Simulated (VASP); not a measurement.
# Al4Si in VASP: further runs

The runs below take Al4Si through single point, with PBE.

Everything below comes from runs of VASP 6.6.1. Logs are shortened: lines on timing, memory, paths and dates and some standing lists are left out, and cuts for length are marked.

### Step 1. The cell of the first run

The cell holds a slab with vacuum, 5 atoms: a = 2.857 Å, b = 2.857 Å, c = 24.082 Å, α = 90.00°, β = 90.00°, γ = 90.00°.

### Step 2. Single point, PBE

File INCAR:

```
PREC = Accurate
ENCUT = 520
EDIFF = 1E-6
ISMEAR = -1
SIGMA = 0.08
LREAL = F
LASPH = T
NELM = 100
ALGO = Normal
ISIF = 2
LWAVE = F
LCHARG = F
LDIPOL = T
IDIPOL = 3
DIPOL = 0.5 0.5 0.500
GGA = PE
NBANDS = 16
```

File KPOINTS:

```
Automatic mesh
0
Gamma
  14 14 1
```

File POSCAR:

```
Al4Si
1.0
    2.8574853682      0.0000000000      0.0000000000
    0.0000000000      2.8574853682      0.0000000000
    0.0000000000      0.0000000000     24.0822000000
Al Si
4 1
Direct
    0.0000000000      0.0000000000      0.3291663618
    0.5000000000      0.5000000000      0.4144188660
    0.5000000000      0.5000000000      0.5855811344
    0.0000000000      0.0000000000      0.6708336395
    0.0000000000      0.0000000000      0.4999999984
```

Potentials or basis: VASP PAW PBE potentials, release 64 (Al, Si).

The run is started by

```sh
> cat potpaw_PBE.64/Al/POTCAR potpaw_PBE.64/Si/POTCAR > POTCAR
> mpirun -np 1 vasp_std > vasp.out
```

OUTCAR:

```text
PREC = Accurate
   ENCUT = 520
   EDIFF = 1E-6
   ISMEAR = -1
   LREAL = F
   LASPH = T
   NELM = 100
   ISIF = 2
   GGA = PE

 ion  position               nearest neighbor table
   1  0.000  0.000  0.329-   2 2.88   2 2.88   2 2.88   2 2.88
   2  0.500  0.500  0.414-   1 2.88   1 2.88   1 2.88   1 2.88   5 2.89   5 2.89   5 2.89   5 2.89

   3  0.500  0.500  0.586-   4 2.88   4 2.88   4 2.88   4 2.88   5 2.89   5 2.89   5 2.89   5 2.89

   4  0.000  0.000  0.671-   3 2.88   3 2.88   3 2.88   3 2.88
   5  0.000  0.000  0.500-   2 2.89   2 2.89   2 2.89   2 2.89   3 2.89   3 2.89   3 2.89   3 2.89

  LATTYP: Found a simple tetragonal cell.
 ALAT       =     2.8574853682
 C/A-ratio  =     8.4277596897

  Lattice vectors:

 A1 = (   2.8574853682,   0.0000000000,   0.0000000000)
 A2 = (   0.0000000000,   2.8574853682,   0.0000000000)
 A3 = (   0.0000000000,   0.0000000000,  24.0822000000)

Analysis of symmetry for initial positions (statically):
=====================================================================
 Subroutine PRICEL returns:
 Original cell was already a primitive cell.

 Routine SETGRP: Setting up the symmetry group for a
 simple tetragonal supercell.

 Subroutine GETGRP returns: Found 16 space group operations
 (whereof 16 operations were pure point group operations)
 out of a pool of 16 trial point group operations.

The static configuration has the point symmetry D_4h.

Analysis of symmetry for dynamics (positions and initial velocities):
=====================================================================
 Subroutine PRICEL returns:
 Original cell was already a primitive cell.

 Routine SETGRP: Setting up the symmetry group for a
 simple tetragonal supercell.

 Subroutine GETGRP returns: Found 16 space group operations
 (whereof 16 operations were pure point group operations)
 out of a pool of 16 trial point group operations.

The dynamic configuration has the point symmetry D_4h.

 Subroutine INISYM returns: Found 16 space group operations
 (whereof 16 operations are pure point group operations),
 and found     1 'primitive' translations

----------------------------------------------------------------------------------------

                                     Primitive cell

  volume of cell :     196.6365

  direct lattice vectors                    reciprocal lattice vectors
     2.857485368  0.000000000  0.000000000     0.349958047  0.000000000  0.000000000
     0.000000000  2.857485368  0.000000000     0.000000000  0.349958047  0.000000000
     0.000000000  0.000000000 24.082200000     0.000000000  0.000000000  0.041524445

  length of vectors
     2.857485368  2.857485368 24.082200000     0.349958047  0.349958047  0.041524445

  position of ions in fractional coordinates (direct lattice)
     0.000000000  0.000000000  0.329166362
     0.500000000  0.500000000  0.414418866
     0.500000000  0.500000000  0.585581134
     0.000000000  0.000000000  0.670833640
     0.000000000  0.000000000  0.499999998

  ion indices of the primitive-cell ions
   primitive index   ion index
                 1           1
                 2           2
                 3           3
                 4           4
                 5           5

----------------------------------------------------------------------------------------

 KPOINTS: Automatic mesh

Automatic generation of k-mesh.
 Grid dimensions read from file:
 generate k-points for:   14   14    1

 Generating k-lattice:

  Cartesian coordinates                     Fractional coordinates (reciprocal lattice)
     0.024997003  0.000000000  0.000000000     0.071428571  0.000000000  0.000000000
     0.000000000  0.024997003  0.000000000     0.000000000  0.071428571  0.000000000
     0.000000000  0.000000000  0.041524445     0.000000000  0.000000000  1.000000000

  Length of vectors
     0.024997003  0.024997003  0.041524445

  Shift w.r.t. Gamma in fractional coordinates (k-lattice)
     0.000000000  0.000000000  0.000000000

 Subroutine IBZKPT returns following result:
 ===========================================

 Found     36 irreducible k-points:

 Following reciprocal coordinates:
            Coordinates               Weight
  0.000000  0.000000  0.000000      1.000000
  0.071429  0.000000  0.000000      4.000000
  0.142857  0.000000  0.000000      4.000000
  0.214286  0.000000  0.000000      4.000000
  0.285714  0.000000  0.000000      4.000000
  0.357143  0.000000  0.000000      4.000000
[... 16 lines left out ...]
  0.285714  0.214286  0.000000      8.000000
  0.357143  0.214286  0.000000      8.000000
 [... further k-points ...]
   k-points           NKPTS =     36   k-points in BZ     NKDIM =     36   number of bands    NBANDS=     16
   number of dos      NEDOS =    301   number of ions     NIONS =      5
   total plane-waves  NPLWV = 103680
   dimension x,y,z NGX =    24 NGY =   24 NGZ =  180
   dimension x,y,z NGXF=    48 NGYF=   48 NGZF=  360
   ions per type =               4   1
   NGX,Y,Z   is equivalent  to a cutoff of  13.96, 13.96, 12.43 a.u.
   NGXF,Y,Z  is equivalent  to a cutoff of  27.93, 27.93, 24.85 a.u.
 SYSTEM =  unknown system
   PREC   = accura    normal or accurate (medium, high low for compatibility)
   ISTART =      0    job   : 0-new  1-cont  2-samecut
   ICHARG =      2    charge: 1-file 2-atom 10-const
   ISPIN  =      1    spin polarized calculation?
   LNONCOLLINEAR =      F non collinear calculations
   LSORBIT =      F    spin-orbit coupling
   LASPH  =      T    aspherical Exc in radial PAW
   ENCUT  =  520.0 eV  38.22 Ry    6.18 a.u.   5.31  5.31 44.78*2*pi/ulx,y,z
   NELM   =    100;   NELMIN=  2; NELMDL= -5     # of ELM steps
   EDIFF  = 0.1E-05   stopping-criterion for ELM
   LREAL  =      F    real-space projection
   EDIFFG = 0.1E-04   stopping-criterion for IOM
   NSW    =      0    number of steps for IOM
   IBRION =     -1    ionic relax: 0-MD 1-quasi-New 2-CG
   NFREE  =      0    steps in history (QN), initial steepest desc. (CG)
   ISIF   =      2    stress and relaxation
   ISYM   =      2    0-nonsym 1-usesym 2-fastsym
   POTIM  = 0.5000    time-step for ionic-motion
   TEBEG  =    0.0;   TEEND  =   0.0 temperature during run
   PSTRESS=    0.0 pullay stress
   NELECT =      16.0000    total number of electrons
   NUPDOWN=      -1.0000    fix difference up-down
   EMIN   =  10.00;   EMAX   =-10.00  energy-range for DOS
   EFERMI =   0.00;   METHOD = LEGACY
   ISMEAR =    -1;   SIGMA  =   0.08  broadening in eV -4-tet -1-fermi 0-gaus
   EFERMI_NEDOS =   21; number of points for ismear=-14 and -15
   IALGO  =     38    algorithm
   IMIX   =      4    mixing-type and parameters
     AMIX     =   0.40;   BMIX     =  1.00
     AMIX_MAG =   1.60;   BMIX_MAG =  1.00
  volume/ion in A,a.u.               =      39.33       265.39
  Fermi-wavevector in a.u.,A,eV,Ry     =   0.709404  1.340579  6.847180  0.503254
  Thomas-Fermi vector in A             =   1.795976
   LORBIT       =      0    0 simple, 1 ext, 2 COOP (PROOUT), +10 PAW based schemes
   GGA     = PE    functional components
   LHFCALC =     F    Hartree Fock is set to
   AEXX    =    0.0000 exact exchange contribution
   IVDW    =     0    specifies the selected vdW correction
   LEPSILON=     F    determine dielectric tensor
   LRPA    =     F    only Hartree local field effects (RPA)
 non-spin polarized calculation
  energy-cutoff  :      520.00
  volume of cell :      196.64
 maximum number of plane-waves:      5352
 NGX is ok and might be reduce to    24
   NGX = 11   NGY = 11   NGZ = 89

 dipolmoment           0.000000      0.000000     -0.000000 electrons x Angstroem

 number of electron      16.0000000 magnetization

 dipolmoment           0.000000      0.000000      0.000000 electrons x Angstroem

 Free energy of the ion-electron system (eV)
  ---------------------------------------------------
  ext. energy  EPLUGINS =         0.00000000
  ---------------------------------------------------
  free energy    TOTEN  =       -19.01271943 eV

  energy without entropy =      -18.97048978  energy(sigma->0) =      -18.99160460

 E-fermi :   1.0266     XC(G=0):  -5.1574

 val. band max:        1.0261647795   @ k =   0.3571   0.3571   0.0000
 cond. band min:       1.0297190322   @ k =   0.3571   0.1429   0.0000
 fundamental gap:      0.0035542527
 Fermi energy:         1.0265507593

 k-point     1 :       0.0000    0.0000    0.0000
  band No.  band energies     occupation
      1     -10.8203      2.00000
      2      -8.8504      2.00000
      3      -7.8516      2.00000
      4      -5.6719      2.00000
      5      -3.3671      2.00000
      6      -1.4508      2.00000
[... 8 lines left out ...]
     15       7.5650      0.00000
     16       7.7652      0.00000

 k-point     2 :       0.0714    0.0000    0.0000
  band No.  band energies     occupation
      1     -10.7302      2.00000
      2      -8.7587      2.00000
      3      -7.7610      2.00000
      4      -5.5821      2.00000
      5      -3.2775      2.00000
      6      -1.3652      2.00000
[... 8 lines left out ...]
     15       6.5194      0.00000
     16       7.4505      0.00000

 k-point     3 :       0.1429    0.0000    0.0000
  band No.  band energies     occupation
      1     -10.4604      2.00000
      2      -8.4837      2.00000
      3      -7.4896      2.00000
      4      -5.3131      2.00000
      5      -3.0095      2.00000
      6      -1.1090      2.00000
[... 8 lines left out ...]
     15       6.2754      0.00000
     16       6.8693      0.00000
[... 362 lines left out ...]
 k-point    23 :       0.2857    0.2143    0.0000
  band No.  band energies     occupation
      1      -8.5885      2.00000
      2      -6.5739      2.00000
      3      -5.6055      2.00000
      4      -3.4475      2.00000
      5      -1.2507      2.00000
      6      -1.0242      2.00000
[... 8 lines left out ...]
     15       5.6901      0.00000
     16       5.8792      0.00000

 k-point    24 :       0.3571    0.2143    0.0000
  band No.  band energies     occupation
      1      -7.8049      2.00000
      2      -5.7641      2.00000
      3      -4.8162      2.00000
      4      -2.6983      2.00000
      5      -2.6644      2.00000
      6      -0.8256      2.00000
[... 8 lines left out ...]
     15       5.2746      0.00000
     16       6.1452      0.00000

 [... further k-points ...]

------------------------ aborting loop because EDIFF is reached ----------------------------------------

 vacuum level on the upper side and lower side of the slab       (xc-potential included)        -0.159        -0.159

  FORCE on cell =-STRESS in cart. coord.  units (eV):
  Direction    XX          YY          ZZ          XY          YZ          ZX
  --------------------------------------------------------------------------------------
  -------------------------------------------------------------------------------------
  Total       -2.9725764     -2.9725764     -1.9147138      0.0000000     -0.0000000      0.0000000
  in kB      -24.2202943    -24.2202943    -15.6009219      0.0000000     -0.0000000      0.0000000
  external PRESSURE =     -21.3471702 kB  Pullay stress =       0.0000000 kB

 VOLUME and BASIS-vectors are now :
 -----------------------------------------------------------------------------
  energy-cutoff  :      520.00
  volume of cell :      196.64
      direct lattice vectors                 reciprocal lattice vectors
     2.857485368  0.000000000  0.000000000     0.349958047  0.000000000  0.000000000
     0.000000000  2.857485368  0.000000000     0.000000000  0.349958047  0.000000000
     0.000000000  0.000000000 24.082200000     0.000000000  0.000000000  0.041524445

 POSITION                                       TOTAL-FORCE (eV/Angst)
 -----------------------------------------------------------------------------------
      0.00000      0.00000      7.92705        -0.000000      0.000000      0.104881
      1.42874      1.42874      9.98012         0.000000      0.000000      0.254366
      1.42874      1.42874     14.10208         0.000000     -0.000000     -0.254366
      0.00000      0.00000     16.15515        -0.000000      0.000000     -0.104881
      0.00000      0.00000     12.04110         0.000000     -0.000000     -0.000000
 -----------------------------------------------------------------------------------
    total drift:                               -0.000000      0.000000      0.000005

  FREE ENERGIE OF THE ION-ELECTRON SYSTEM (eV)
  ---------------------------------------------------
  free  energy   TOTEN  =       -19.0127194276 eV

  energy  without entropy=      -18.9704897823  energy(sigma->0) =      -18.99160460

 vacuum level on the upper side and lower side of the slab         5.131         5.131
```

Run time: 3.5 min. Hardware: 1 thread of Intel Xeon 8259CL, shared host; peak memory 0.35 GiB.

Results:

```
Free energy            : -19.0127 eV
Largest force          : 0.254 eV/Å
Band gap on the k mesh : zero (bands 8 and 9 overlap by 3.78 eV)
```

Forces on the atoms (eV/Å):
```
Al   0.000  0.000  0.105
Al   0.000  0.000  0.254
Al   0.000  0.000 -0.254
Al   0.000  0.000 -0.105
Si   0.000  0.000  0.000
```

Levels at points of the mesh, in eV from the Fermi level:
```
           k point  band 6  band 7  band 8  band 9  band 10  band 11
(0.00, 0.00, 0.00)   -2.48    0.50    2.72    3.81     4.31     4.31
(0.50, 0.00, 0.00)   -4.28   -2.68   -1.97   -0.47     0.40     1.18
(0.50, 0.50, 0.00)   -1.20   -0.89   -0.83   -0.83    -0.06     0.40
```

### Step 3. Single point, PBE

File INCAR:

```
SYSTEM = Al4Si
PREC     = Accurate       ! precision mode
ENCUT    = 520            ! plane-wave cutoff, eV
EDIFF    = 1E-6           ! SCF threshold, eV
ISMEAR   = -1             ! smearing method
SIGMA    = 0.08           ! smearing width, eV
LREAL    = .False.        ! projectors in reciprocal space
LASPH    = .True.         ! aspherical terms in the spheres
NELM     = 60             ! most SCF steps
ALGO     = Normal         ! electronic algorithm
ISIF     = 2              ! what is computed and relaxed
LWAVE    = .False.        ! write WAVECAR
LCHARG   = .True.         ! write CHGCAR
LDIPOL   = .True.       
IDIPOL   = 3            
DIPOL    = 0.5 0.5 0.500
GGA      = PE             ! functional
LELF     = .True.         ! ELF
LVHAR    = .True.       
LVACPOTAV= .True.       
NBANDS   = 16             ! bands
```

File KPOINTS:

```
Automatic mesh
0
Gamma
  14 14 1
  0 0 0
```

POSCAR is that of step 2.

Potentials or basis: VASP PAW PBE potentials, release 64 (Al, Si).

The run is started by

```sh
> cat potpaw_PBE.64/Al/POTCAR potpaw_PBE.64/Si/POTCAR > POTCAR
> mpirun -np 1 vasp_std > vasp.out
```

Wall time 3.7 min (1 thread of Intel Xeon 8259CL, shared host); peak memory 0.35 GiB.

The run converged. Its results:

```yaml
Free_energy: -19.0127 eV
Largest_force: 0.254 eV/Å
Band_gap_on_the_k_mesh: zero (bands 8 and 9 overlap by 3.78 eV)
```

Forces in eV/Å, atoms in the order of the input:
```
Al   0.000  0.000  0.105
Al   0.000  0.000  0.254
Al   0.000  0.000 -0.254
Al   0.000  0.000 -0.105
Si   0.000  0.000  0.000
```

Levels at points of the mesh, in eV from the Fermi level:
```tsv
k point	band 6	band 7	band 8	band 9	band 10	band 11
(0.00, 0.00, 0.00)	-2.48	0.50	2.72	3.81	4.31	4.31
(0.50, 0.00, 0.00)	-4.28	-2.68	-1.97	-0.47	0.40	1.18
(0.50, 0.50, 0.00)	-1.20	-0.89	-0.83	-0.83	-0.06	0.40
```
